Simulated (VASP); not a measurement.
# TaN (P-62m) in VASP: notebook

TaN is run at these levels: LDA; tasks: single point.

All numbers are computed with VASP 6.6.1; they aren't measurements. Logs are shortened: lines on timing, memory, paths and dates and some standing lists are left out, and cuts for length are marked.

## (1) The cell of the first run

Symmetry: P-62m, No. 189, hexagonal system. Conventional cell: a = 5.161 Å, b = 5.161 Å, c = 2.891 Å, α = 90.00°, β = 90.00°, γ = 120.00°. Within 3.0 Å of Ta (site symmetry -6) lie 6 N at 2.15 Å and 5 Ta at 2.89 to 2.98 Å. Within 2.7 Å of Ta (site symmetry -62m) lie 3 N at 2.03 Å. Within 2.9 Å of N (site symmetry m2m) lie 5 Ta at 2.03 to 2.15 Å and 6 N at 2.75 to 2.89 Å.

## (2) Single point, LDA

INCAR reads:

```
PREC = Accurate ; ENCUT = 700
EDIFF = 1E-6 ; ISMEAR = 1
SIGMA = 0.1 ; LREAL = F
LASPH = T ; NELM = 120
ALGO = Normal ; ISIF = 2
LWAVE = F ; LCHARG = F
NBANDS = 36 ; GGA_COMPAT = F
```

KPOINTS reads:

```
regular mesh
0
Gamma
  5 5 8
```

POSCAR reads:

```
TaN
1.0
    5.1611264660      0.0000000000      0.0000000000
   -2.5805632330      4.4696666336      0.0000000000
    0.0000000000      0.0000000000      2.8914624986
Ta N
3 3
Direct
    0.3333333333      0.6666666667      0.5000000000
    0.6666666667      0.3333333333      0.5000000000
    0.0000000000      0.0000000000      0.0000000000
    0.3928500000      0.0000000000      0.0000000000
    0.6071500000      0.6071500000      0.0000000000
    0.0000000000      0.3928500000      0.0000000000
```

Potentials or basis: VASP PAW LDA potentials, release 64 (Ta_sv_GW, N).

Launch:

```bash
$ cat potpaw_LDA.64/Ta_sv_GW/POTCAR potpaw_LDA.64/N/POTCAR > POTCAR
$ mpirun -np 1 vasp_std > vasp.out
```

OUTCAR:

```text
PREC = Accurate
   ENCUT = 700
   EDIFF = 1E-6
   ISMEAR = 1
   LREAL = F
   LASPH = T
   NELM = 120
   ISIF = 2

 ion  position               nearest neighbor table
   1  0.333  0.667  0.500-   5 2.15   5 2.15   6 2.15   6 2.15   4 2.15   4 2.15   2 2.98   2 2.98
                             2 2.98
   2  0.667  0.333  0.500-   6 2.15   6 2.15   4 2.15   4 2.15   5 2.15   5 2.15   1 2.98   1 2.98
                             1 2.98
   3  0.000  0.000  0.000-   4 2.03   5 2.03   6 2.03
   4  0.393  0.000  0.000-   3 2.03   1 2.15   1 2.15   2 2.15   2 2.15
   5  0.607  0.607  0.000-   3 2.03   1 2.15   1 2.15   2 2.15   2 2.15
   6  0.000  0.393  0.000-   3 2.03   2 2.15   2 2.15   1 2.15   1 2.15

  LATTYP: Found a hexagonal cell.
 ALAT       =     5.1611264660
 C/A-ratio  =     0.5602386451

  Lattice vectors:

 A1 = (   5.1611264660,   0.0000000000,   0.0000000000)
 A2 = (  -2.5805632330,   4.4696666336,   0.0000000000)
 A3 = (   0.0000000000,   0.0000000000,   2.8914624986)

Analysis of symmetry for initial positions (statically):
=====================================================================
 Subroutine PRICEL returns:
 Original cell was already a primitive cell.

 Routine SETGRP: Setting up the symmetry group for a
 hexagonal supercell.

 Subroutine GETGRP returns: Found 12 space group operations
 (whereof 12 operations were pure point group operations)
 out of a pool of 24 trial point group operations.

The static configuration has the point symmetry D_3h.

Analysis of symmetry for dynamics (positions and initial velocities):
=====================================================================
 Subroutine PRICEL returns:
 Original cell was already a primitive cell.

 Routine SETGRP: Setting up the symmetry group for a
 hexagonal supercell.

 Subroutine GETGRP returns: Found 12 space group operations
 (whereof 12 operations were pure point group operations)
 out of a pool of 24 trial point group operations.

The dynamic configuration has the point symmetry D_3h.

 Subroutine INISYM returns: Found 12 space group operations
 (whereof 12 operations are pure point group operations),
 and found     1 'primitive' translations

----------------------------------------------------------------------------------------

                                     Primitive cell

  volume of cell :      66.7017

[... 98 lines left out ...]
   NSW    =      0    number of steps for IOM
   IBRION =     -1    ionic relax: 0-MD 1-quasi-New 2-CG
   NFREE  =      0    steps in history (QN), initial steepest desc. (CG)
   ISIF   =      2    stress and relaxation
   ISYM   =      2    0-nonsym 1-usesym 2-fastsym
   POTIM  = 0.5000    time-step for ionic-motion
   TEBEG  =    0.0;   TEEND  =   0.0 temperature during run
   PSTRESS=    0.0 pullay stress
   NELECT =      54.0000    total number of electrons
   NUPDOWN=      -1.0000    fix difference up-down
   EMIN   =  10.00;   EMAX   =-10.00  energy-range for DOS
   EFERMI =   0.00;   METHOD = LEGACY
   ISMEAR =     1;   SIGMA  =   0.10  broadening in eV -4-tet -1-fermi 0-gaus
   EFERMI_NEDOS =   21; number of points for ismear=-14 and -15
   IALGO  =     38    algorithm
   IMIX   =      4    mixing-type and parameters
     AMIX     =   0.40;   BMIX     =  1.00
     AMIX_MAG =   1.60;   BMIX_MAG =  1.00
  volume/ion in A,a.u.               =      11.12        75.02
  Fermi-wavevector in a.u.,A,eV,Ry     =   1.525786  2.883318 31.674683  2.328024
  Thomas-Fermi vector in A             =   2.633909
   LORBIT       =      0    0 simple, 1 ext, 2 COOP (PROOUT), +10 PAW based schemes
   GGA     = CA    functional components
   LHFCALC =     F    Hartree Fock is set to
   AEXX    =    0.0000 exact exchange contribution
   IVDW    =     0    specifies the selected vdW correction
   LEPSILON=     F    determine dielectric tensor
   LRPA    =     F    only Hartree local field effects (RPA)
 non-spin polarized calculation
 Methfessel and Paxton  Order N= 1 SIGMA  =   0.10
  energy-cutoff  :      700.00
  volume of cell :       66.70
 maximum number of plane-waves:      2826
 NGX is ok and might be reduce to    48
   NGX = 23   NGY = 23   NGZ = 13

 number of electron      53.9999998 magnetization

 Free energy of the ion-electron system (eV)
  ---------------------------------------------------
  ext. energy  EPLUGINS =         0.00000000
  ---------------------------------------------------
  free energy    TOTEN  =       -81.68361534 eV

  energy without entropy =      -81.68169126  energy(sigma->0) =      -81.68297398

 E-fermi :  12.5406     XC(G=0): -13.7304

 val. band max:       12.2381087251   @ k =   0.2000  -0.0000   0.1250
 cond. band min:      12.5640599668   @ k =   0.2000  -0.0000   0.2500
 fundamental gap:      0.3259512417
 Fermi energy:        12.5405789050

 k-point     1 :       0.0000    0.0000    0.0000
  band No.  band energies     occupation
      1     -56.6602      2.00000
      2     -56.6094      2.00000
      3     -56.0189      2.00000
      4     -23.7075      2.00000
      5     -23.7075      2.00000
      6     -23.3315      2.00000
[... 925 lines left out ...]
     35      17.3281      0.00000
     36      17.6888      0.00000

 [... further k-points ...]

------------------------ aborting loop because EDIFF is reached ----------------------------------------

  FORCE on cell =-STRESS in cart. coord.  units (eV):
  Direction    XX          YY          ZZ          XY          YZ          ZX
  --------------------------------------------------------------------------------------
  -------------------------------------------------------------------------------------
  Total       -0.6666255     -0.6666255     -1.7076094      0.0000000     -0.0000000      0.0000000
  in kB      -16.0123584    -16.0123584    -41.0168137      0.0000000     -0.0000000      0.0000000
  external PRESSURE =     -24.3471769 kB  Pullay stress =       0.0000000 kB

 VOLUME and BASIS-vectors are now :
 -----------------------------------------------------------------------------
  energy-cutoff  :      700.00
  volume of cell :       66.70
      direct lattice vectors                 reciprocal lattice vectors
     5.161126466  0.000000000  0.000000000     0.193756151  0.111865166  0.000000000
    -2.580563233  4.469666634  0.000000000     0.000000000  0.223730332  0.000000000
     0.000000000  0.000000000  2.891462499     0.000000000  0.000000000  0.345845744

 POSITION                                       TOTAL-FORCE (eV/Angst)
 -----------------------------------------------------------------------------------
     -0.00000      2.97978      1.44573         0.000000      0.000000      0.000000
      2.58056      1.48989      1.44573         0.000000      0.000000      0.000000
      0.00000      0.00000      0.00000         0.000000      0.000000      0.000000
      2.02755      0.00000      0.00000         0.017899      0.000000      0.000000
      1.56679      2.71376      0.00000        -0.008950     -0.015501      0.000000
     -1.01377      1.75591      0.00000        -0.008950      0.015501     -0.000000
 -----------------------------------------------------------------------------------
    total drift:                               -0.000000     -0.000000      0.000000

  FREE ENERGIE OF THE ION-ELECTRON SYSTEM (eV)
  ---------------------------------------------------
  free  energy   TOTEN  =       -81.6836153379 eV

  energy  without entropy=      -81.6816912615  energy(sigma->0) =      -81.68297398
```

OSZICAR:

```text
N       E                     dE             d eps       ncg     rms          rms(c)
DAV:   1     0.523167367714E+03    0.52317E+03   -0.39545E+04  1800   0.194E+03
DAV:   2    -0.566071940977E+02   -0.57977E+03   -0.56667E+03  2256   0.437E+02
DAV:   3    -0.941276541001E+02   -0.37520E+02   -0.37297E+02  2376   0.110E+02
DAV:   4    -0.951134404831E+02   -0.98579E+00   -0.98489E+00  2456   0.163E+01
[... 10 lines left out ...]
DAV:  15    -0.816836162831E+02    0.28681E-04   -0.66253E-04  2292   0.147E-01    0.222E+00
DAV:  16    -0.816836210531E+02   -0.47701E-05   -0.85472E-05  2364   0.606E-02    0.101E+00
DAV:  17    -0.816836178010E+02    0.32522E-05   -0.37353E-06  2000   0.135E-02    0.359E-01
DAV:  18    -0.816836155133E+02    0.22877E-05   -0.19686E-05  2120   0.207E-02    0.264E-02
DAV:  19    -0.816836153379E+02    0.17534E-06   -0.18028E-06  1440   0.627E-03
   1 F= -.81683615E+02 E0= -.81682974E+02  d E =-.192408E-02
```

It took 1.7 min on 1 thread of Intel Xeon Platinum 8259CL at 2.50GHz (Skylake/Cascade Lake), shared host; peak memory 0.25 GiB.

What came out:

```yaml
Free_energy: -81.6836 eV
Pressure: -2.4 GPa
Largest_force: 0.018 eV/Å
Band_gap_on_the_k_mesh: zero (bands 27 and 28 overlap by 3.15 eV)
```

Forces on the atoms (eV/Å):
```
Ta   0.000  0.000  0.000
Ta   0.000  0.000  0.000
Ta   0.000  0.000  0.000
N    0.018  0.000  0.000
N   -0.009 -0.016  0.000
N   -0.009  0.016  0.000
```

Stress tensor (GPa, compression positive):
```
-1.60  0.00  0.00
 0.00 -1.60  0.00
 0.00  0.00 -4.10
```

Caveat: spin-orbit coupling is left out, which moves the levels of the heavy elements.

## (3) Single point, LDA

This run uses another cell than the first one, of 11.80 Å³/atom.

INCAR reads:

```
PREC = Accurate
ENCUT = 700
EDIFF = 1E-6
ISMEAR = 1
SIGMA = 0.1
LREAL = F
LASPH = T
NELM = 120
ALGO = Normal
ISIF = 2
LWAVE = F
LCHARG = F
GGA = CA
NBANDS = 36
GGA_COMPAT = F
```

KPOINTS reads:

```
Automatic mesh
0
Gamma
  5 5 8
```

Changes to POSCAR since step 2:

```diff
@@ -2,5 +2,5 @@
 1.0
-    5.1611264660      0.0000000000      0.0000000000
-   -2.5805632330      4.4696666336      0.0000000000
-    0.0000000000      0.0000000000      2.8914624986
+    5.2643762622      0.0000000000      0.0000000000
+   -2.6321881311      4.5590835801      0.0000000000
+    0.0000000000      0.0000000000      2.9493070245
 Ta N
```

Potentials or basis: VASP PAW LDA potentials, release 64 (Ta_sv_GW, N).

Launch:

```bash
$ cat potpaw_LDA.64/Ta_sv_GW/POTCAR potpaw_LDA.64/N/POTCAR > POTCAR
$ mpirun -np 1 vasp_std > vasp.out
```

Wall time 56 s (1 thread of Intel Xeon 6975P-C (Granite Rapids), shared host); peak memory 0.25 GiB.

Results (log left out):

```yaml
Free_energy: -81.3904 eV
Pressure: -20.3 GPa
Largest_force: 0.225 eV/Å
Band_gap_on_the_k_mesh: zero (bands 27 and 28 overlap by 2.95 eV)
```

Forces in eV/Å, atoms in the order of the input:
```
Ta   0.000  0.000  0.000
Ta   0.000  0.000  0.000
Ta   0.000  0.000  0.000
N   -0.225  0.000  0.000
N    0.112  0.195  0.000
N    0.112 -0.195  0.000
```

Stress tensor (GPa, compression positive):
```
-19.21   0.00   0.00
  0.00 -19.21   0.00
  0.00   0.00 -22.47
```

Levels at points of the mesh, in eV from the Fermi level:
```tsv
k point	band 24	band 25	band 26	band 27	band 28	band 29	band 30	band 31
(0.00, 0.00, 0.00)	-4.27	-3.43	-2.06	-1.08	-1.08	0.32	0.32	1.51
(0.00, 0.00, 0.50)	-4.41	-2.93	-2.93	1.58	1.58	1.71	1.86	1.86
```

Caveat: the cell stands under tension; spin-orbit coupling is left out, which moves the levels of the heavy elements.

## (4) Single point, LDA

This run uses another cell than the first one, of 10.78 Å³/atom.

INCAR reads:

```
PREC = Accurate ; ENCUT = 700
EDIFF = 1E-6 ; ISMEAR = 1
SIGMA = 0.1 ; LREAL = F
LASPH = T ; NELM = 120
ALGO = Normal ; ISIF = 2
LWAVE = F ; LCHARG = T
LELF = T ; LVHAR = T
NBANDS = 36 ; GGA_COMPAT = F
```

KPOINTS reads:

```
regular mesh
0
Gamma
  5 5 8
```

Changes to POSCAR since step 3:

```diff
@@ -2,5 +2,5 @@
 1.0
-    5.2643762622      0.0000000000      0.0000000000
-   -2.6321881311      4.5590835801      0.0000000000
-    0.0000000000      0.0000000000      2.9493070245
+    5.1079151867      0.0000000000      0.0000000000
+   -2.5539575933      4.4235843139      0.0000000000
+    0.0000000000      0.0000000000      2.8616514835
 Ta N
```

Launch:

```bash
$ cat potpaw_LDA.64/Ta_sv_GW/POTCAR potpaw_LDA.64/N/POTCAR > POTCAR
$ mpirun -np 1 vasp_std > vasp.out
```

It took 80 s on 1 thread of Intel Xeon Platinum 8559C (Emerald Rapids), shared host; peak memory 0.24 GiB.

Results (log left out):

| Item | Value |
| --- | --- |
| Free energy | -81.6396 eV |
| Pressure | 8.9 GPa |
| Largest force | 0.157 eV/Å |
| Band gap on the k mesh | zero (bands 27 and 28 overlap by 3.26 eV) |

Forces on the atoms (eV/Å):
```
Ta   0.000  0.000  0.000
Ta   0.000  0.000  0.000
Ta   0.000  0.000  0.000
N    0.157  0.000  0.000
N   -0.078 -0.136  0.000
N   -0.078  0.136  0.000
```

Stress tensor (GPa, compression positive):
```
9.59 0.00 0.00
0.00 9.59 0.00
0.00 0.00 7.57
```

Levels at points of the mesh, in eV from the Fermi level:
```
           k point  band 25  band 26  band 27  band 28  band 29  band 30
(0.00, 0.00, 0.00)    -3.63    -2.22    -1.23    -1.23     0.31     0.31
(0.00, 0.00, 0.50)    -3.25    -3.25     1.78     1.78     1.89     2.12
```

Caveat: the cell stands under pressure; spin-orbit coupling is left out, which moves the levels of the heavy elements.

## (5) The runs side by side

| cell | gap on the mesh (eV) | pressure (GPa) | largest force (eV/Å) |
| --- | --- | --- | --- |
| a = 5.161, b = 5.161, c = 2.891 Å, angles 90.0, 90.0, 120.0°, 6 atoms | none | -2.4 | 0.02 |
| a = 5.264, b = 5.264, c = 2.949 Å, angles 90.0, 90.0, 120.0°, 6 atoms | none | -20.3 | 0.22 |
| a = 5.108, b = 5.108, c = 2.862 Å, angles 90.0, 90.0, 120.0°, 6 atoms | none | 8.9 | 0.16 |

Alike in all rows: task single point; level LDA; potentials or basis VASP PAW LDA potentials, release 64 (Ta_sv_GW, N); no spin polarisation; k mesh 5 × 5 × 8; cutoff (eV) 700; smearing methfessel-paxton 0.1 eV.

Caveats: spin-orbit coupling is left out, which moves the levels of the heavy elements; the cell stands under tension (at least some runs); the cell stands under pressure (at least some runs).

Absolute energies hang on the potentials; compare differences alone.

The gap in the log of VASP goes by the Fermi energy; the results here count the filled bands.